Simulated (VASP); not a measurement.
The system is C.

```
CELL_PARAMETERS angstrom
0.00000 1.80125 1.72920
1.80125 0.00000 1.72920
1.80125 1.80125 0.00000
ATOMIC_POSITIONS crystal
C 0.50000 0.50000 0.50000
C 0.75000 0.75000 0.75000
```

This cell differs from its parent crystal: ratio of the length along z to the lengths across it x 0.96, volume and fractional coordinates fixed.

Base run:

```yaml
Program: VASP 6.6.1
Functional: PBEsol
Potentials_or_basis: VASP PAW PBE potentials, release 64 (C)
Cutoff: 520 eV
k_mesh: 12 × 12 × 12
Occupations: gaussian, width 0.05 eV
Spin: no spin polarisation
```

Its results: band gap on the k mesh 3.04 eV, indirect (least direct gap 4.86 eV); pressure 1.1 GPa.

Q: The run is repeated on the same cell with these changes: potentials or basis from VASP PAW PBE potentials, release 64 (C) to VASP PAW PBE potentials, release 64 (C_h); cutoff from 520 eV to 910 eV. What comes out?

A: Band gap on the k mesh 3.04 eV, indirect (least direct gap 4.86 eV); pressure 0.0 GPa.

Caveats: the PAW data sets were made with another functional, which shifts forces and pressure a little; the cutoff is under 1.25 times the usual one of these potentials, so pressure, stress and relaxed cells hold a basis-set (Pulay) error (some runs).

A k mesh can miss the band edges.
